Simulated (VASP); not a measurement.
# Au (P6_3/mmc) in VASP: a series of runs

Au is run at these levels: PBEsol; tasks: single point.

Everything below comes from runs of VASP 6.6.1. Logs are shortened: lines on timing, memory, paths and dates and some standing lists are left out, and cuts for length are marked.

### Step 1. The cell of the first run

The structure is hexagonal, space group P6_3/mmc (No. 194). Conventional cell: a = 2.924 Å, b = 2.924 Å, c = 4.662 Å, α = 90.00°, β = 90.00°, γ = 120.00°. Au (site symmetry -6m2) has 12 Au at 2.88 to 2.92 Å within 3.8 Å.

### Step 2. Single point, PBEsol

Contents of INCAR:

```
SYSTEM = Au
  ALGO = Normal
  EDIFF = 1E-6
  ENCUT = 500
  GGA = PS
  GGA_COMPAT = .FALSE.
  ISIF = 2
  ISMEAR = 0
  LASPH = .TRUE.
  LCHARG = .FALSE.
  LREAL = .FALSE.
  LWAVE = .FALSE.
  NBANDS = 18
  NELM = 120
  PREC = Accurate
  SIGMA = 0.1
```

Contents of KPOINTS:

```
k-points
0
G
  12 12 8
  0 0 0
```

Contents of POSCAR:

```
Au
1.0
    2.9239890447      0.0000000000      0.0000000000
   -1.4619945224      2.5322487931      0.0000000000
    0.0000000000      0.0000000000      4.6616182451
Au
2
Direct
    0.3333333333      0.6666666667      0.7500000000
    0.6666666667      0.3333333333      0.2500000000
```

Potentials or basis: VASP PAW PBE potentials, release 64 (Au).

Run with:

```console
$ cat potpaw_PBE.64/Au/POTCAR > POTCAR
$ mpirun -np 1 vasp_std > vasp.out
```

OUTCAR:

```text
SYSTEM = Au
   EDIFF = 1E-6
   ENCUT = 500
   GGA = PS
   ISIF = 2
   ISMEAR = 0
   LASPH = .TRUE.
   LREAL = .FALSE.
   NELM = 120
   PREC = Accurate

 ion  position               nearest neighbor table
   1  0.333  0.667  0.750-   2 2.88   2 2.88   2 2.88   2 2.88   2 2.88   2 2.88
   2  0.667  0.333  0.250-   1 2.88   1 2.88   1 2.88   1 2.88   1 2.88   1 2.88

  LATTYP: Found a hexagonal cell.
 ALAT       =     2.9239890447
 C/A-ratio  =     1.5942666589

  Lattice vectors:

 A1 = (   2.9239890447,   0.0000000000,   0.0000000000)
 A2 = (  -1.4619945224,   2.5322487931,   0.0000000000)
 A3 = (   0.0000000000,   0.0000000000,   4.6616182451)

Analysis of symmetry for initial positions (statically):
=====================================================================
 Subroutine PRICEL returns:
 Original cell was already a primitive cell.

 Routine SETGRP: Setting up the symmetry group for a
 hexagonal supercell.

 Subroutine GETGRP returns: Found 24 space group operations
 (whereof 12 operations were pure point group operations)
 out of a pool of 24 trial point group operations.

The static configuration has the point symmetry D_3d.
 The point group associated with its full space group is D_6h.

Analysis of symmetry for dynamics (positions and initial velocities):
=====================================================================
 Subroutine PRICEL returns:
 Original cell was already a primitive cell.

 Routine SETGRP: Setting up the symmetry group for a
 hexagonal supercell.

 Subroutine GETGRP returns: Found 24 space group operations
 (whereof 12 operations were pure point group operations)
 out of a pool of 24 trial point group operations.

The dynamic configuration has the point symmetry D_3d.
 The point group associated with its full space group is D_6h.

 Subroutine INISYM returns: Found 24 space group operations
 (whereof 12 operations are pure point group operations),
 and found     1 'primitive' translations

----------------------------------------------------------------------------------------

                                     Primitive cell

  volume of cell :      34.5159

  direct lattice vectors                    reciprocal lattice vectors
     2.923989045  0.000000000  0.000000000     0.341998545  0.197452952  0.000000000
    -1.461994522  2.532248793  0.000000000     0.000000000  0.394905904  0.000000000
     0.000000000  0.000000000  4.661618245     0.000000000  0.000000000  0.214517781

  length of vectors
     2.923989045  2.923989045  4.661618245     0.394905904  0.394905904  0.214517781

  position of ions in fractional coordinates (direct lattice)
     0.333333333  0.666666667  0.750000000
     0.666666667  0.333333333  0.250000000

  ion indices of the primitive-cell ions
   primitive index   ion index
                 1           1
                 2           2

----------------------------------------------------------------------------------------

 KPOINTS: k-points

Automatic generation of k-mesh.
 Grid dimensions read from file:
 generate k-points for:   12   12    8

 Generating k-lattice:

  Cartesian coordinates                     Fractional coordinates (reciprocal lattice)
     0.028499879  0.016454413  0.000000000     0.083333333  0.000000000  0.000000000
     0.000000000  0.032908825  0.000000000     0.000000000  0.083333333  0.000000000
     0.000000000  0.000000000  0.026814723     0.000000000  0.000000000  0.125000000

  Length of vectors
     0.032908825  0.032908825  0.026814723

  Shift w.r.t. Gamma in fractional coordinates (k-lattice)
     0.000000000  0.000000000  0.000000000

 Subroutine IBZKPT returns following result:
 ===========================================

 Found     95 irreducible k-points:

 Following reciprocal coordinates:
            Coordinates               Weight
  0.000000  0.000000  0.000000      1.000000
  0.083333  0.000000  0.000000      6.000000
  0.166667  0.000000  0.000000      6.000000
  0.250000  0.000000  0.000000      6.000000
  0.333333  0.000000  0.000000      6.000000
  0.416667  0.000000  0.000000      6.000000
[... 16 lines left out ...]
  0.250000  0.000000  0.125000     12.000000
  0.333333  0.000000  0.125000     12.000000
 [... further k-points ...]
   k-points           NKPTS =     95   k-points in BZ     NKDIM =     95   number of bands    NBANDS=     18
   number of dos      NEDOS =    301   number of ions     NIONS =      2
   total plane-waves  NPLWV =  20736
   dimension x,y,z NGX =    24 NGY =   24 NGZ =   36
   dimension x,y,z NGXF=    48 NGYF=   48 NGZF=   72
   ions per type =               2
   NGX,Y,Z   is equivalent  to a cutoff of  13.65, 13.65, 12.84 a.u.
   NGXF,Y,Z  is equivalent  to a cutoff of  27.29, 27.29, 25.68 a.u.
 SYSTEM =  Au
   PREC   = accura    normal or accurate (medium, high low for compatibility)
   ISTART =      0    job   : 0-new  1-cont  2-samecut
   ICHARG =      2    charge: 1-file 2-atom 10-const
   ISPIN  =      1    spin polarized calculation?
   LNONCOLLINEAR =      F non collinear calculations
   LSORBIT =      F    spin-orbit coupling
   LASPH  =      T    aspherical Exc in radial PAW
   ENCUT  =  500.0 eV  36.75 Ry    6.06 a.u.   5.33  5.33  8.50*2*pi/ulx,y,z
   NELM   =    120;   NELMIN=  2; NELMDL= -5     # of ELM steps
   EDIFF  = 0.1E-05   stopping-criterion for ELM
   LREAL  =      F    real-space projection
   EDIFFG = 0.1E-04   stopping-criterion for IOM
   NSW    =      0    number of steps for IOM
   IBRION =     -1    ionic relax: 0-MD 1-quasi-New 2-CG
   NFREE  =      0    steps in history (QN), initial steepest desc. (CG)
   ISIF   =      2    stress and relaxation
   ISYM   =      2    0-nonsym 1-usesym 2-fastsym
   POTIM  = 0.5000    time-step for ionic-motion
   TEBEG  =    0.0;   TEEND  =   0.0 temperature during run
   PSTRESS=    0.0 pullay stress
   NELECT =      22.0000    total number of electrons
   NUPDOWN=      -1.0000    fix difference up-down
   EMIN   =  10.00;   EMAX   =-10.00  energy-range for DOS
   EFERMI =   0.00;   METHOD = LEGACY
   ISMEAR =     0;   SIGMA  =   0.10  broadening in eV -4-tet -1-fermi 0-gaus
   EFERMI_NEDOS =   21; number of points for ismear=-14 and -15
   IALGO  =     38    algorithm
   IMIX   =      4    mixing-type and parameters
     AMIX     =   0.40;   BMIX     =  1.00
     AMIX_MAG =   1.60;   BMIX_MAG =  1.00
  volume/ion in A,a.u.               =      17.26       116.46
  Fermi-wavevector in a.u.,A,eV,Ry     =   1.408887  2.662410 27.007050  1.984962
  Thomas-Fermi vector in A             =   2.530999
   LORBIT       =      0    0 simple, 1 ext, 2 COOP (PROOUT), +10 PAW based schemes
   GGA     = PS    functional components
   LHFCALC =     F    Hartree Fock is set to
   AEXX    =    0.0000 exact exchange contribution
   IVDW    =     0    specifies the selected vdW correction
   LEPSILON=     F    determine dielectric tensor
   LRPA    =     F    only Hartree local field effects (RPA)
 non-spin polarized calculation
 Gauss-broadening in eV      SIGMA  =   0.10
  energy-cutoff  :      500.00
  volume of cell :       34.52
 maximum number of plane-waves:       893
 NGX is ok and might be reduce to    24
   NGX = 11   NGY = 11   NGZ = 17

 number of electron      21.9999995 magnetization

 Free energy of the ion-electron system (eV)
  ---------------------------------------------------
  ext. energy  EPLUGINS =         0.00000000
  ---------------------------------------------------
  free energy    TOTEN  =        -7.80748320 eV

  energy without entropy =       -7.80336503  energy(sigma->0) =       -7.80542411

 E-fermi :   8.9435     XC(G=0): -12.8088

 val. band max:        8.9161160058   @ k =   0.5000   0.0000   0.2500
 cond. band min:       8.9805122025   @ k =   0.1667   0.0833   0.2500
 fundamental gap:      0.0643961967
 Fermi energy:         8.9434567852

 k-point     1 :       0.0000    0.0000    0.0000
  band No.  band energies     occupation
      1      -0.7200      2.00000
      2       1.9093      2.00000
      3       4.5797      2.00000
      4       4.5797      2.00000
      5       4.5879      2.00000
      6       4.9536      2.00000
[... 10 lines left out ...]
     17      26.6238      0.00000
     18      26.6238      0.00000

 k-point     2 :       0.0833    0.0000    0.0000
  band No.  band energies     occupation
      1      -0.5128      2.00000
      2       2.0681      2.00000
      3       4.3205      2.00000
      4       4.7157      2.00000
      5       4.8215      2.00000
      6       4.9006      2.00000
[... 10 lines left out ...]
     17      25.7925      0.00000
     18      26.5920      0.00000

 k-point     3 :       0.1667    0.0000    0.0000
  band No.  band energies     occupation
      1       0.0787      2.00000
      2       2.4613      2.00000
      3       4.0547      2.00000
      4       4.6330      2.00000
      5       4.7051      2.00000
      6       4.9961      2.00000
[... 10 lines left out ...]
     17      25.9786      0.00000
     18      26.4067      0.00000

 k-point     4 :       0.2500    0.0000    0.0000
  band No.  band energies     occupation
      1       0.9376      2.00000
      2       2.7451      2.00000
      3       3.9152      2.00000
      4       4.0306      2.00000
      5       4.6059      2.00000
      6       4.7440      2.00000
[... 375 lines left out ...]
      4       4.4484      2.00000
      5       4.6300      2.00000
      6       4.8543      2.00000
[... 10 lines left out ...]
     17      25.4033      0.00000
     18      26.3358      0.00000

 k-point    23 :       0.2500    0.0000    0.1250
  band No.  band energies     occupation
      1       1.0374      2.00000
      2       2.7908      2.00000
      3       3.8540      2.00000
      4       4.0423      2.00000
      5       4.4802      2.00000
      6       4.7731      2.00000
[... 10 lines left out ...]
     17      25.0632      0.00000
     18      25.7149      0.00000

 k-point    24 :       0.3333    0.0000    0.1250
  band No.  band energies     occupation
      1       1.7883      2.00000
      2       2.6928      2.00000
      3       3.4004      2.00000
      4       4.1041      2.00000
      5       4.5880      2.00000
      6       4.7774      2.00000
[... 10 lines left out ...]
     17      23.5491      0.00000
     18      25.2727      0.00000

 [... further k-points ...]
[... 5 lines left out ...]
  --------------------------------------------------------------------------------------
  -------------------------------------------------------------------------------------
  Total       -0.6388491     -0.6388491     -0.0573392      0.0000000      0.0000000      0.0000000
  in kB      -29.6544614    -29.6544614     -2.6616053      0.0000000      0.0000000      0.0000000
  external PRESSURE =     -20.6568427 kB  Pullay stress =       0.0000000 kB

 VOLUME and BASIS-vectors are now :
 -----------------------------------------------------------------------------
  energy-cutoff  :      500.00
  volume of cell :       34.52
      direct lattice vectors                 reciprocal lattice vectors
     2.923989045  0.000000000  0.000000000     0.341998545  0.197452952  0.000000000
    -1.461994522  2.532248793  0.000000000     0.000000000  0.394905904  0.000000000
     0.000000000  0.000000000  4.661618245     0.000000000  0.000000000  0.214517781

 POSITION                                       TOTAL-FORCE (eV/Angst)
 -----------------------------------------------------------------------------------
     -0.00000      1.68817      3.49621        -0.000000      0.000000      0.000000
      1.46199      0.84408      1.16540         0.000000     -0.000000      0.000000
 -----------------------------------------------------------------------------------
    total drift:                                0.000000     -0.000000      0.000000

  FREE ENERGIE OF THE ION-ELECTRON SYSTEM (eV)
  ---------------------------------------------------
  free  energy   TOTEN  =        -7.8074831973 eV

  energy  without entropy=       -7.8033650282  energy(sigma->0) =       -7.80542411
```

Run time: 27 s. Hardware: 1 thread of Intel Xeon Platinum 8488C (Sapphire Rapids), shared host; peak memory 0.18 GiB.

What came out:

```
Free energy            : -7.8075 eV
Pressure               : -2.1 GPa
Band gap on the k mesh : zero (band 11 reaches 13.20 eV, above the bottom of band 12 at 6.45 eV)
```

Caveat: the PAW data sets were made with another functional, which shifts forces and pressure a little; spin-orbit coupling is left out, which moves the levels of the heavy elements.

### Step 3. Single point, PBEsol

This run uses another cell than the first one, of 17.31 Å³/atom, 1.003 times its volume.

Contents of INCAR:

```
  ALGO = Normal
  EDIFF = 1E-6
  ENCUT = 500
  GGA = PS
  GGA_COMPAT = F
  ISIF = 2
  ISMEAR = 0
  LASPH = T
  LCHARG = F
  LREAL = F
  LWAVE = F
  NBANDS = 18
  NELM = 120
  PREC = Accurate
  SIGMA = 0.1
```

Contents of KPOINTS:

```
k-points
0
Gamma
  12 12 8
```

Edit POSCAR of step 2 so:

```diff
@@ -4,3 +4,3 @@
    -1.4619945224      2.5322487931      0.0000000000
-    0.0000000000      0.0000000000      4.6616182451
+    0.0000000000      0.0000000000      4.6752104080
 Au
```

Potentials or basis: VASP PAW PBE potentials, release 64 (Au).

Run with:

```console
$ cat potpaw_PBE.64/Au/POTCAR > POTCAR
$ mpirun -np 1 vasp_std > vasp.out
```

Run time: 34 s. Hardware: 1 thread of Intel Xeon Platinum 8488C (Sapphire Rapids), shared host; peak memory 0.18 GiB.

Results (log left out):

| Quantity | Value |
| --- | --- |
| Free energy | -7.8072 eV |
| Pressure | -2.5 GPa |
| Band gap on the k mesh | zero (band 11 reaches 13.14 eV, above the bottom of band 12 at 6.41 eV) |

Stress tensor (GPa, compression positive):
```
-3.36  0.00  0.00
 0.00 -3.36  0.00
 0.00  0.00 -0.91
```

Levels at points of the mesh, in eV from the Fermi level:
| k point | band 9 | band 10 | band 11 | band 12 | band 13 | band 14 |
| --- | --- | --- | --- | --- | --- | --- |
| (0.00, 0.00, 0.00) | -3.62 | -2.03 | -2.03 | -0.68 | 3.33 | 14.40 |
| (0.50, 0.00, 0.00) | -1.68 | -1.66 | 0.31 | 1.38 | 6.13 | 7.59 |
| (0.00, 0.00, 0.50) | -2.49 | -2.49 | -2.49 | -2.49 | 11.70 | 11.70 |
| (0.50, 0.00, 0.50) | -1.75 | -1.75 | 0.50 | 0.50 | 3.88 | 3.88 |

Caveat: the PAW data sets were made with another functional, which shifts forces and pressure a little; spin-orbit coupling is left out, which moves the levels of the heavy elements.

(Continued in part 2 of 2.)
